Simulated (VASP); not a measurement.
# Mg2NCl (R-3m) in VASP: notebook

Runs on Mg2NCl. Level: PBE. Tasks: single point.

All numbers are computed with VASP 6.6.1; they aren't measurements. Logs are shortened: lines on timing, memory, paths and dates and some standing lists are left out, and cuts for length are marked.

## Step 1: The cell of the first run

It takes space group R-3m (No. 166, trigonal). The conventional cell has a = 3.254 Å, b = 3.254 Å, c = 17.641 Å, α = 90.00°, β = 90.00°, γ = 120.00°. Within 3.6 Å of Cl (site symmetry -3m) lie 6 Mg at 2.71 Å and 6 Cl at 3.25 Å and 6 N at 3.49 Å. Within 2.8 Å of Mg (site symmetry 3m) lie 3 N at 2.12 Å and 3 Cl at 2.71 Å and 3 Mg at 2.73 Å. N (site symmetry -3m) has 6 Mg at 2.12 Å within 2.8 Å.

## Step 2: Single point, PBE

Input file INCAR:

```
SYSTEM = Mg2NCl
ALGO = Normal ; EDIFF = 1E-6
ENCUT = 520 ; GGA = PE
ISIF = 2 ; ISMEAR = -1
LASPH = .TRUE. ; LCHARG = .FALSE.
LREAL = .FALSE. ; LWAVE = .FALSE.
NBANDS = 16 ; NELM = 100
PREC = Accurate ; SIGMA = 0.05
```

Input file KPOINTS:

```
k-points
0
G
  9 9 9
  0 0 0
```

Input file POSCAR:

```
Mg2NCl
1.0
    1.6267659483      0.9392137581      5.8804328801
   -1.6267659483      0.9392137581      5.8804328801
    0.0000000000     -1.8784275164      5.8804328801
Cl Mg N
1 2 1
Direct
    0.0000000000      0.0000000000      0.0000000000
    0.7771850000      0.7771850000      0.7771850000
    0.2228150000      0.2228150000      0.2228150000
    0.5000000000      0.5000000000      0.5000000000
```

Potentials or basis: VASP PAW PBE potentials, release 64 (Cl, Mg, N).

The run is started by

```bash
cat potpaw_PBE.64/Cl/POTCAR potpaw_PBE.64/Mg/POTCAR potpaw_PBE.64/N/POTCAR > POTCAR
mpirun -np 1 vasp_std > vasp.out
```

OUTCAR:

```text
SYSTEM = Mg2NCl
   EDIFF = 1E-6
   ENCUT = 520
   GGA = PE
   ISIF = 2
   ISMEAR = -1
   LASPH = .TRUE.
   LREAL = .FALSE.
   NELM = 100
   PREC = Accurate

 ion  position               nearest neighbor table
   1  0.000  0.000  0.000-   2 2.71   2 2.71   3 2.71   3 2.71   2 2.71   3 2.71
   2  0.777  0.777  0.777-   4 2.12   4 2.12   4 2.12   1 2.71   1 2.71   1 2.71   3 2.73   3 2.73
                             3 2.73
   3  0.223  0.223  0.223-   4 2.12   4 2.12   4 2.12   1 2.71   1 2.71   1 2.71   2 2.73   2 2.73
                             2 2.73
   4  0.500  0.500  0.500-   3 2.12   3 2.12   2 2.12   2 2.12   3 2.12   2 2.12

  LATTYP: Found a trigonal (rhomboedric) cell.
 ALAT       =     6.1731661885
 COS(alpha) =     0.8611121662

  Lattice vectors:

 A1 = (   1.6267659483,   0.9392137581,   5.8804328801)
 A2 = (  -1.6267659483,   0.9392137581,   5.8804328801)
 A3 = (   0.0000000000,  -1.8784275164,   5.8804328801)

Analysis of symmetry for initial positions (statically):
=====================================================================
 Subroutine PRICEL returns:
 Original cell was already a primitive cell.

 Routine SETGRP: Setting up the symmetry group for a
 trigonal (rhombohedral) supercell.

 Subroutine GETGRP returns: Found 12 space group operations
 (whereof 12 operations were pure point group operations)
 out of a pool of 12 trial point group operations.

The static configuration has the point symmetry D_3d.

Analysis of symmetry for dynamics (positions and initial velocities):
=====================================================================
 Subroutine PRICEL returns:
 Original cell was already a primitive cell.

 Routine SETGRP: Setting up the symmetry group for a
 trigonal (rhombohedral) supercell.

 Subroutine GETGRP returns: Found 12 space group operations
 (whereof 12 operations were pure point group operations)
 out of a pool of 12 trial point group operations.

The dynamic configuration has the point symmetry D_3d.

 Subroutine INISYM returns: Found 12 space group operations
 (whereof 12 operations are pure point group operations),
 and found     1 'primitive' translations

----------------------------------------------------------------------------------------

                                     Primitive cell

  volume of cell :      53.9076

  direct lattice vectors                    reciprocal lattice vectors
     1.626765948  0.939213758  5.880432880     0.307358290  0.177453391  0.056685169
[... 94 lines left out ...]
   IBRION =     -1    ionic relax: 0-MD 1-quasi-New 2-CG
   NFREE  =      0    steps in history (QN), initial steepest desc. (CG)
   ISIF   =      2    stress and relaxation
   ISYM   =      2    0-nonsym 1-usesym 2-fastsym
   POTIM  = 0.5000    time-step for ionic-motion
   TEBEG  =    0.0;   TEEND  =   0.0 temperature during run
   PSTRESS=    0.0 pullay stress
   NELECT =      16.0000    total number of electrons
   NUPDOWN=      -1.0000    fix difference up-down
   EMIN   =  10.00;   EMAX   =-10.00  energy-range for DOS
   EFERMI =   0.00;   METHOD = LEGACY
   ISMEAR =    -1;   SIGMA  =   0.05  broadening in eV -4-tet -1-fermi 0-gaus
   EFERMI_NEDOS =   21; number of points for ismear=-14 and -15
   IALGO  =     38    algorithm
   IMIX   =      4    mixing-type and parameters
     AMIX     =   0.40;   BMIX     =  1.00
     AMIX_MAG =   1.60;   BMIX_MAG =  1.00
  volume/ion in A,a.u.               =      13.48        90.95
  Fermi-wavevector in a.u.,A,eV,Ry     =   1.092022  2.063623 16.225118  1.192512
  Thomas-Fermi vector in A             =   2.228279
   LORBIT       =      0    0 simple, 1 ext, 2 COOP (PROOUT), +10 PAW based schemes
   GGA     = PE    functional components
   LHFCALC =     F    Hartree Fock is set to
   AEXX    =    0.0000 exact exchange contribution
   IVDW    =     0    specifies the selected vdW correction
   LEPSILON=     F    determine dielectric tensor
   LRPA    =     F    only Hartree local field effects (RPA)
 non-spin polarized calculation
  energy-cutoff  :      520.00
  volume of cell :       53.91
 maximum number of plane-waves:      1472
 NGX is ok and might be reduce to    48
   NGX = 23   NGY = 23   NGZ = 23

 number of electron      15.9999999 magnetization

 Free energy of the ion-electron system (eV)
  ---------------------------------------------------
  ext. energy  EPLUGINS =         0.00000000
  ---------------------------------------------------
  free energy    TOTEN  =       -17.75050775 eV

  energy without entropy =      -17.75050775  energy(sigma->0) =      -17.75050775

 E-fermi :   5.6015     XC(G=0): -10.1908

 val. band max:        4.5450015574   @ k =   0.0000   0.0000   0.0000
 cond. band min:       7.1767587438   @ k =   0.0000   0.0000   0.0000
 fundamental gap:      2.6317571864
 Fermi energy:         5.6015449288

 k-point     1 :       0.0000    0.0000    0.0000
  band No.  band energies     occupation
      1     -12.2854      2.00000
      2      -8.3868      2.00000
      3      -2.0503      2.00000
      4       2.1551      2.00000
      5       2.1551      2.00000
      6       3.5121      2.00000
[... 433 lines left out ...]
      3      -1.8788      2.00000
      4      -0.8496      2.00000
      5       1.2778      2.00000
      6       1.4544      2.00000
[... 8 lines left out ...]
     15      14.9817      0.00000
     16      17.0347      0.00000

 [... further k-points ...]

------------------------ aborting loop because EDIFF is reached ----------------------------------------

  FORCE on cell =-STRESS in cart. coord.  units (eV):
  Direction    XX          YY          ZZ          XY          YZ          ZX
  --------------------------------------------------------------------------------------
  -------------------------------------------------------------------------------------
  Total        2.0343542      2.0343542      1.6744786      0.0000000     -0.0000000      0.0000000
  in kB       60.4626374     60.4626374     49.7668447      0.0000000     -0.0000000      0.0000000
  external PRESSURE =      56.8973731 kB  Pullay stress =       0.0000000 kB

 VOLUME and BASIS-vectors are now :
 -----------------------------------------------------------------------------
  energy-cutoff  :      520.00
  volume of cell :       53.91
      direct lattice vectors                 reciprocal lattice vectors
     1.626765948  0.939213758  5.880432880     0.307358290  0.177453391  0.056685169
    -1.626765948  0.939213758  5.880432880    -0.307358290  0.177453391  0.056685169
     0.000000000 -1.878427516  5.880432880     0.000000000 -0.354906783  0.056685169

 POSITION                                       TOTAL-FORCE (eV/Angst)
 -----------------------------------------------------------------------------------
      0.00000      0.00000      0.00000         0.000000     -0.000000     -0.000000
      0.00000     -0.00000     13.71055         0.000000      0.000000     -0.221468
      0.00000     -0.00000      3.93075         0.000000     -0.000000      0.221468
      0.00000     -0.00000      8.82065         0.000000      0.000000      0.000000
 -----------------------------------------------------------------------------------
    total drift:                                0.000000     -0.000000     -0.000000

  FREE ENERGIE OF THE ION-ELECTRON SYSTEM (eV)
  ---------------------------------------------------
  free  energy   TOTEN  =       -17.7505077461 eV

  energy  without entropy=      -17.7505077461  energy(sigma->0) =      -17.75050775
```

stdout:

```text
POSCAR found type information on POSCAR ClMgN
 POSCAR found :  3 types and       4 ions
 scaLAPACK will be used
 LDA part: xc-table for (Slater+PW92), standard interpolation
 POSCAR, INCAR and KPOINTS ok, starting setup
 FFT: planning ... GRIDC
 FFT: planning ... GRID_SOFT
 FFT: planning ... GRID
 WAVECAR not read
 entering main loop
```

It took 5.8 min on 1 thread of Intel Xeon 8259CL, shared host; peak memory 0.37 GiB.

What came out:

- Free energy: -17.7505 eV
- Pressure: 5.7 GPa
- Largest force: 0.221 eV/Å
- Band gap on the k mesh: 2.63 eV

Forces in eV/Å, atoms in the order of the input:
```
Cl   0.000  0.000  0.000
Mg   0.000  0.000 -0.221
Mg   0.000  0.000  0.221
N    0.000  0.000  0.000
```

Stress tensor (GPa, compression positive):
```
6.05 0.00 0.00
0.00 6.05 0.00
0.00 0.00 4.98
```

Caveat: the cell stands under pressure. A k mesh can miss the band edges.

(Part 1 of 3 ends here.)
